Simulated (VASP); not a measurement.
# As (R-3m) in VASP: a series of runs

Runs on As. Level: PBE. Tasks: single point.

All numbers are computed with VASP 6.6.1; they aren't measurements. Logs are shortened: lines on timing, memory, paths and dates and some standing lists are left out, and cuts for length are marked.

## (1) The cell of the first run

The structure is trigonal, space group R-3m (No. 166). The conventional cell has a = 6.992 Å, b = 6.992 Å, c = 17.886 Å, α = 90.00°, β = 90.00°, γ = 120.00°. As (site symmetry m) has 6 As at 2.38 to 2.57 Å within 3.1 Å. As (site symmetry m) has 7 As at 2.54 to 2.86 Å within 3.3 Å.

## (2) Single point, PBE

INCAR

```
PREC = Accurate ; ENCUT = 520
EDIFF = 1E-6 ; ISMEAR = 0
SIGMA = 0.1 ; LREAL = F
LASPH = T ; NELM = 60
ALGO = Normal ; ISIF = 2
LWAVE = F ; LCHARG = F
GGA = PE ; NBANDS = 42
```

KPOINTS

```
regular mesh
0
Gamma
  3 3 3
```

POSCAR

```
As
1.0
    3.4959859501      2.0184084294      5.9620619974
   -3.4959859501      2.0184084294      5.9620619974
    0.0000000000     -4.0368168587      5.9620619974
As
12
Direct
    0.0101900000      0.6536100000      0.0101900000
    0.0101900000      0.0101900000      0.6536100000
    0.6536100000      0.0101900000      0.0101900000
    0.9898100000      0.3463900000      0.9898100000
    0.3463900000      0.9898100000      0.9898100000
    0.9898100000      0.9898100000      0.3463900000
    0.2211800000      0.6306000000      0.2211800000
    0.2211800000      0.2211800000      0.6306000000
    0.6306000000      0.2211800000      0.2211800000
    0.7788200000      0.3694000000      0.7788200000
    0.3694000000      0.7788200000      0.7788200000
    0.7788200000      0.7788200000      0.3694000000
```

Potentials or basis: VASP PAW PBE potentials, release 64 (As).

Launch:

```
> cat potpaw_PBE.64/As/POTCAR > POTCAR
> mpirun -np 1 vasp_std > vasp.out
```

OUTCAR:

```text
PREC = Accurate
   ENCUT = 520
   EDIFF = 1E-6
   ISMEAR = 0
   LREAL = F
   LASPH = T
   NELM = 60
   ISIF = 2
   GGA = PE

 ion  position               nearest neighbor table
   1  0.010  0.654  0.010-   4 2.38   2 2.49   3 2.49   7 2.56  12 2.57  11 2.57
   2  0.010  0.010  0.654-   6 2.38   3 2.49   1 2.49   8 2.56  10 2.57  11 2.57
   3  0.654  0.010  0.010-   5 2.38   2 2.49   1 2.49   9 2.56  12 2.57  10 2.57
   4  0.990  0.346  0.990-   1 2.38   6 2.49   5 2.49  10 2.56   8 2.57   9 2.57
   5  0.346  0.990  0.990-   3 2.38   6 2.49   4 2.49  11 2.56   8 2.57   7 2.57
   6  0.990  0.990  0.346-   2 2.38   4 2.49   5 2.49  12 2.56   9 2.57   7 2.57
   7  0.221  0.631  0.221-  11 2.54  12 2.54   1 2.56   6 2.57   5 2.57   8 2.86   9 2.86
   8  0.221  0.221  0.631-  10 2.54  11 2.54   2 2.56   4 2.57   5 2.57   7 2.86   9 2.86
   9  0.631  0.221  0.221-  10 2.54  12 2.54   3 2.56   6 2.57   4 2.57   8 2.86   7 2.86
  10  0.779  0.369  0.779-   9 2.54   8 2.54   4 2.56   2 2.57   3 2.57  12 2.86  11 2.86
  11  0.369  0.779  0.779-   7 2.54   8 2.54   5 2.56   2 2.57   1 2.57  12 2.86  10 2.86
  12  0.779  0.779  0.369-   7 2.54   9 2.54   6 2.56   3 2.57   1 2.57  10 2.86  11 2.86

  LATTYP: Found a trigonal (rhomboedric) cell.
 ALAT       =     7.2001439994
 COS(alpha) =     0.5284942553

  Lattice vectors:

 A1 = (   3.4959859501,   2.0184084294,   5.9620619974)
 A2 = (  -3.4959859501,   2.0184084294,   5.9620619974)
 A3 = (   0.0000000000,  -4.0368168587,   5.9620619974)

Analysis of symmetry for initial positions (statically):
=====================================================================
 Subroutine PRICEL returns:
 Original cell was already a primitive cell.

 Routine SETGRP: Setting up the symmetry group for a
 trigonal (rhombohedral) supercell.

 Subroutine GETGRP returns: Found 12 space group operations
 (whereof 12 operations were pure point group operations)
 out of a pool of 12 trial point group operations.

The static configuration has the point symmetry D_3d.

Analysis of symmetry for dynamics (positions and initial velocities):
=====================================================================
 Subroutine PRICEL returns:
 Original cell was already a primitive cell.

 Routine SETGRP: Setting up the symmetry group for a
 trigonal (rhombohedral) supercell.

 Subroutine GETGRP returns: Found 12 space group operations
 (whereof 12 operations were pure point group operations)
 out of a pool of 12 trial point group operations.

The dynamic configuration has the point symmetry D_3d.

 Subroutine INISYM returns: Found 12 space group operations
 (whereof 12 operations are pure point group operations),
 and found     1 'primitive' translations

----------------------------------------------------------------------------------------

                                     Primitive cell

  volume of cell :     252.4216

  direct lattice vectors                    reciprocal lattice vectors
     3.495985950  2.018408429  5.962061997     0.143021170  0.082573311  0.055909069
    -3.495985950  2.018408429  5.962061997    -0.143021170  0.082573311  0.055909069
     0.000000000 -4.036816859  5.962061997     0.000000000 -0.165146622  0.055909069

  length of vectors
     7.200143999  7.200143999  7.200143999     0.174353751  0.174353751  0.174353751

  position of ions in fractional coordinates (direct lattice)
     0.010190000  0.653610000  0.010190000
     0.010190000  0.010190000  0.653610000
     0.653610000  0.010190000  0.010190000
     0.989810000  0.346390000  0.989810000
     0.346390000  0.989810000  0.989810000
     0.989810000  0.989810000  0.346390000
     0.221180000  0.630600000  0.221180000
     0.221180000  0.221180000  0.630600000
     0.630600000  0.221180000  0.221180000
     0.778820000  0.369400000  0.778820000
     0.369400000  0.778820000  0.778820000
     0.778820000  0.778820000  0.369400000

  ion indices of the primitive-cell ions
   primitive index   ion index
                 1           1
                 2           2
                 3           3
                 4           4
                 5           5
                 6           6
                 7           7
                 8           8
                 9           9
                10          10
                11          11
                12          12

----------------------------------------------------------------------------------------

 KPOINTS: regular mesh

Automatic generation of k-mesh.
 Grid dimensions read from file:
 generate k-points for:    3    3    3

 Generating k-lattice:

  Cartesian coordinates                     Fractional coordinates (reciprocal lattice)
     0.047673723  0.027524437  0.018636356     0.333333333  0.000000000  0.000000000
    -0.047673723  0.027524437  0.018636356     0.000000000  0.333333333  0.000000000
     0.000000000 -0.055048874  0.018636356     0.000000000  0.000000000  0.333333333

  Length of vectors
[... 67 lines left out ...]
 non-spin polarized calculation
 Gauss-broadening in eV      SIGMA  =   0.10
  energy-cutoff  :      520.00
  volume of cell :      252.42
 maximum number of plane-waves:      6805
 NGX is ok and might be reduce to    54
   NGX = 27   NGY = 27   NGZ = 27

 number of electron      59.9999999 magnetization

 Free energy of the ion-electron system (eV)
  ---------------------------------------------------
  ext. energy  EPLUGINS =         0.00000000
  ---------------------------------------------------
  free energy    TOTEN  =       -44.81449637 eV

  energy without entropy =      -44.78573247  energy(sigma->0) =      -44.80011442

 E-fermi :   5.8151     XC(G=0):  -9.7861

 val. band max:        5.7653071486   @ k =   0.3333   0.0000  -0.0000
 cond. band min:       5.8231283501   @ k =   0.3333   0.0000  -0.0000
 fundamental gap:      0.0578212015
 Fermi energy:         5.8150720079

 k-point     1 :       0.0000    0.0000    0.0000
  band No.  band energies     occupation
      1     -11.1102      2.00000
      2      -8.4163      2.00000
      3      -8.1075      2.00000
      4      -8.1075      2.00000
      5      -7.1411      2.00000
      6      -6.8378      2.00000
[... 34 lines left out ...]
     41       7.4948      0.00000
     42       8.1206      0.00000

 k-point     2 :       0.3333    0.0000   -0.0000
  band No.  band energies     occupation
      1     -10.8537      2.00000
      2      -9.0730      2.00000
      3      -8.5831      2.00000
      4      -8.2234      2.00000
      5      -6.8432      2.00000
      6      -6.7781      2.00000
[... 34 lines left out ...]
     41       8.9342      0.00000
     42       9.6708      0.00000

 k-point     3 :       0.3333    0.3333   -0.0000
  band No.  band energies     occupation
      1     -10.7446      2.00000
      2      -9.1682      2.00000
      3      -8.7068      2.00000
      4      -8.5617      2.00000
      5      -6.9499      2.00000
      6      -6.2344      2.00000
[... 34 lines left out ...]
     41       8.9207      0.00000
     42       9.5039      0.00000

 k-point     4 :      -0.3333    0.3333    0.0000
  band No.  band energies     occupation
      1     -10.6053      2.00000
      2      -9.2638      2.00000
      3      -8.9373      2.00000
      4      -8.6562      2.00000
      5      -6.7766      2.00000
      6      -6.0452      2.00000
[... 34 lines left out ...]
     41       8.9079      0.00000
     42       8.9093      0.00000

 k-point     5 :       0.3333    0.3333    0.3333
  band No.  band energies     occupation
      1     -10.8185      2.00000
      2      -9.3901      2.00000
      3      -8.4375      2.00000
      4      -8.4375      2.00000
      5      -6.3566      2.00000
      6      -5.7689      2.00000
[... 34 lines left out ...]
     41       8.9260      0.00000
     42       8.9299      0.00000

 k-point     6 :      -0.3333    0.3333    0.3333
  band No.  band energies     occupation
      1     -10.5712      2.00000
      2      -9.4440      2.00000
      3      -9.0136      2.00000
      4      -8.5406      2.00000
      5      -6.4166      2.00000
      6      -5.8047      2.00000
[... 34 lines left out ...]
     41       8.7313      0.00000
     42       9.0061      0.00000

------------------------ aborting loop because EDIFF is reached ----------------------------------------

  FORCE on cell =-STRESS in cart. coord.  units (eV):
  Direction    XX          YY          ZZ          XY          YZ          ZX
  --------------------------------------------------------------------------------------
  -------------------------------------------------------------------------------------
  Total       35.4490359     35.4490359     41.5593350      0.0000000      0.0000000      0.0000000
  in kB      225.0031213    225.0031213    263.7865844      0.0000000      0.0000000      0.0000000
  external PRESSURE =     237.9309423 kB  Pullay stress =       0.0000000 kB

 VOLUME and BASIS-vectors are now :
 -----------------------------------------------------------------------------
  energy-cutoff  :      520.00
  volume of cell :      252.42
      direct lattice vectors                 reciprocal lattice vectors
     3.495985950  2.018408429  5.962061997     0.143021170  0.082573311  0.055909069
    -3.495985950  2.018408429  5.962061997    -0.143021170  0.082573311  0.055909069
     0.000000000 -4.036816859  5.962061997     0.000000000 -0.165146622  0.055909069

 POSITION                                       TOTAL-FORCE (eV/Angst)
 -----------------------------------------------------------------------------------
     -2.24939      1.29868      4.01837         1.141644     -0.659129     -0.268699
      0.00000     -2.59737      4.01837        -0.000000      1.318258     -0.268699
      2.24939      1.29868      4.01837        -1.141644     -0.659129     -0.268699
      2.24939     -1.29868     13.86782        -1.141644      0.659129      0.268699
     -2.24939     -1.29868     13.86782         1.141644      0.659129      0.268699
      0.00000      2.59737     13.86782        -0.000000     -1.318258      0.268699
     -1.43133      0.82638      6.39705         1.944174     -1.122470      0.641224
      0.00000     -1.65275      6.39705        -0.000000      2.244939      0.641224
      1.43133      0.82638      6.39705        -1.944174     -1.122470      0.641224
      1.43133     -0.82638     11.48913        -1.944174      1.122470     -0.641224
     -1.43133     -0.82638     11.48913         1.944174      1.122470     -0.641224
      0.00000      1.65275     11.48913        -0.000000     -2.244939     -0.641224
 -----------------------------------------------------------------------------------
    total drift:                               -0.000000      0.000000      0.000000

  FREE ENERGIE OF THE ION-ELECTRON SYSTEM (eV)
  ---------------------------------------------------
  free  energy   TOTEN  =       -44.8144963745 eV

  energy  without entropy=      -44.7857324656  energy(sigma->0) =      -44.80011442
```

It took 3.2 min on 1 thread of Intel Xeon 8259CL, shared host; peak memory 0.4 GiB.

What came out:

```
Free energy            : -44.8145 eV
Pressure               : 23.8 GPa
Largest force          : 2.335 eV/Å
Band gap on the k mesh : zero (bands 30 and 31 overlap by 0.80 eV)
```

Forces in eV/Å, atoms in the order of the input:
```
As   1.142 -0.659 -0.269
As   0.000  1.318 -0.269
As  -1.142 -0.659 -0.269
As  -1.142  0.659  0.269
As   1.142  0.659  0.269
As   0.000 -1.318  0.269
As   1.944 -1.122  0.641
As   0.000  2.245  0.641
As  -1.944 -1.122  0.641
As  -1.944  1.122 -0.641
As   1.944  1.122 -0.641
As   0.000 -2.245 -0.641
```

Stress tensor (GPa, compression positive):
```
22.50  0.00  0.00
 0.00 22.50  0.00
 0.00  0.00 26.38
```

Levels at points of the mesh, in eV from the Fermi level:
```
           k point  band 28  band 29  band 30  band 31  band 32  band 33
(0.00, 0.00, 0.00)    -1.11     0.19     0.41     0.55     1.03     1.03
```

Caveat: the k points lie up to 0.37 Å⁻¹ apart, too coarse for converged energies and pressures of a metal; forces of over 1 eV/Å act on the atoms, so gaps and moduli don't describe the material at rest.

## (3) Single point, PBE

This run uses another cell than the first one, of 24.18 Å³/atom.

INCAR

```
PREC     = Accurate       # precision mode
ENCUT    = 520            # plane-wave cutoff, eV
EDIFF    = 1E-7           # SCF threshold, eV
ISMEAR   = 0              # smearing method
SIGMA    = 0.1            # smearing width, eV
LREAL    = F              # projectors in reciprocal space
LASPH    = T              # aspherical terms in the spheres
NELM     = 100            # most SCF steps
ALGO     = Normal         # electronic algorithm
ISIF     = 2              # what is computed and relaxed
LWAVE    = F              # write WAVECAR
LCHARG   = F              # write CHGCAR
GGA      = PE             # functional
NBANDS   = 42             # bands
```

KPOINTS

```
Automatic mesh
0
Gamma
  3 3 3
```

POSCAR

```
As
1.0
    4.2077598000      2.4293512532      4.7314656945
   -4.2077598000      2.4293512532      4.7314656945
    0.0000000000     -4.8587025064      4.7314656945
As
12
Direct
    0.0352016323      0.6523815386      0.0352016323
    0.0352016323      0.0352016323      0.6523815386
    0.6523815386      0.0352016323      0.0352016323
    0.9647983677      0.3476184614      0.9647983677
    0.3476184614      0.9647983677      0.9647983677
    0.9647983677      0.9647983677      0.3476184614
    0.2837795807      0.5960049058      0.2837795807
    0.2837795807      0.2837795807      0.5960049058
    0.5960049058      0.2837795807      0.2837795807
    0.7162204193      0.4039950942      0.7162204193
    0.4039950942      0.7162204193      0.7162204193
    0.7162204193      0.7162204193      0.4039950942
```

Potentials or basis: VASP PAW PBE potentials, release 64 (As).

Launch:

```
> cat potpaw_PBE.64/As/POTCAR > POTCAR
> mpirun -np 1 vasp_std > vasp.out
```

Run time: 3.3 min. Hardware: 1 thread of Intel Xeon 8259CL, shared host; peak memory 0.34 GiB.

The run converged. Its results:

- Free energy: -52.1132 eV
- Pressure: 0.1 GPa
- Largest force: 0.042 eV/Å
- Band gap on the k mesh: zero (bands 30 and 31 overlap by 0.74 eV)

Forces in eV/Å, atoms in the order of the input:
```
As  -0.021  0.012  0.035
As   0.000 -0.024  0.035
As   0.021  0.012  0.035
As   0.021 -0.012 -0.035
As  -0.021 -0.012 -0.035
As   0.000  0.024 -0.035
As   0.013 -0.007  0.019
As   0.000  0.015  0.019
As  -0.013 -0.007  0.019
As  -0.013  0.007 -0.019
As   0.013  0.007 -0.019
As   0.000 -0.015 -0.019
```

Stress tensor (GPa, compression positive):
```
0.09 0.00 0.00
0.00 0.09 0.00
0.00 0.00 0.26
```

Levels at points of the mesh, in eV from the Fermi level:
| k point | band 26 | band 27 | band 28 | band 29 | band 30 | band 31 | band 32 | band 33 | band 34 | band 35 |
| --- | --- | --- | --- | --- | --- | --- | --- | --- | --- | --- |
| (0.00, 0.00, 0.00) | -2.04 | -1.28 | -1.28 | 0.11 | 0.11 | 0.32 | 0.32 | 0.79 | 1.08 | 1.29 |

## (4) Single point, PBE

This run uses another cell than the first one, of 23.96 Å³/atom.

INCAR

```
SYSTEM = As
ALGO = Normal
EDIFF = 1E-7
ENCUT = 520
GGA = PE
ISIF = 2
ISMEAR = 0
LASPH = .TRUE.
LCHARG = .FALSE.
LREAL = .FALSE.
LWAVE = .FALSE.
NBANDS = 42
NELM = 80
PREC = Accurate
SIGMA = 0.1
```

KPOINTS

```
k-points
0
G
  6 6 6
  0 0 0
```

POSCAR

```
As
1.0
    4.1690467625      2.4070002706      4.7751355342
   -4.1690467625      2.4070002706      4.7751355342
    0.0000000000     -4.8140005412      4.7751355342
As
12
Direct
    0.0372462512      0.6528910723      0.0372462512
    0.0372462512      0.0372462512      0.6528910723
    0.6528910723      0.0372462512      0.0372462512
    0.9627537488      0.3471089277      0.9627537488
    0.3471089277      0.9627537488      0.9627537488
    0.9627537488      0.9627537488      0.3471089277
    0.2844103127      0.6045119609      0.2844103127
    0.2844103127      0.2844103127      0.6045119609
    0.6045119609      0.2844103127      0.2844103127
    0.7155896873      0.3954880391      0.7155896873
    0.3954880391      0.7155896873      0.7155896873
    0.7155896873      0.7155896873      0.3954880391
```

Launch:

```
> cat potpaw_PBE.64/As/POTCAR > POTCAR
> mpirun -np 1 vasp_std > vasp.out
```

Wall time 13 min (1 thread of Intel Xeon 8259CL, shared host); peak memory 0.47 GiB.

The run converged. Its results:

| Quantity | Value |
| --- | --- |
| Free energy | -52.1845 eV |
| Pressure | 0.2 GPa |
| Largest force | 0.030 eV/Å |
| Band gap on the k mesh | zero (bands 30 and 31 overlap by 2.17 eV) |

Forces on the atoms (eV/Å):
```
As  -0.023  0.014  0.013
As   0.000 -0.027  0.013
As   0.023  0.014  0.013
As   0.023 -0.014 -0.013
As  -0.023 -0.014 -0.013
As   0.000  0.027 -0.013
As   0.002 -0.001  0.021
As   0.000  0.002  0.021
As  -0.002 -0.001  0.021
As  -0.002  0.001 -0.021
As   0.002  0.001 -0.021
As   0.000 -0.002 -0.021
```

Stress tensor (GPa, compression positive):
```
0.12 0.00 0.00
0.00 0.12 0.00
0.00 0.00 0.27
```

Levels at points of the mesh, in eV from the Fermi level:
```csv
k point,band 27,band 28,band 29,band 30,band 31,band 32,band 33,band 34
"(0.00, 0.00, 0.00)",-1.48,-1.48,0.02,0.02,0.28,0.28,0.65,0.71
"(0.50, 0.00, 0.00)",-1.08,-0.79,-0.07,0.02,0.66,0.89,1.16,1.30
"(0.50, 0.50, 0.00)",-1.12,-0.97,-0.46,0.72,0.77,0.78,1.02,1.57
"(0.50, 0.50, 0.50)",-1.70,-1.70,-1.62,-1.45,-1.45,0.07,0.64,1.18
```

## (5) Overview

```csv
cell,k mesh,gap on the mesh (eV),pressure (GPa),largest force (eV/Å)
"a = 7.200 Å, angles 58.1°, 12 atoms, atomic positions A",3 × 3 × 3,none,23.8,2.33
"a = 6.782 Å, angles 76.7°, 12 atoms, atomic positions B",3 × 3 × 3,none,0.1,0.04
"a = 6.781 Å, angles 75.9°, 12 atoms, atomic positions C",6 × 6 × 6,none,0.2,0.03
```

Alike in all rows: task single point; level PBE; potentials or basis VASP PAW PBE potentials, release 64 (As); no spin polarisation; cutoff (eV) 520; smearing gaussian 0.1 eV.

Caveats: some runs use coarse meshes; forces of over 1 eV/Å act on the atoms, so gaps and moduli don't describe the material at rest (at least some runs).

Absolute energies hang on the potentials; compare differences alone.

The gap in the log of VASP goes by the Fermi energy; the results here count the filled bands.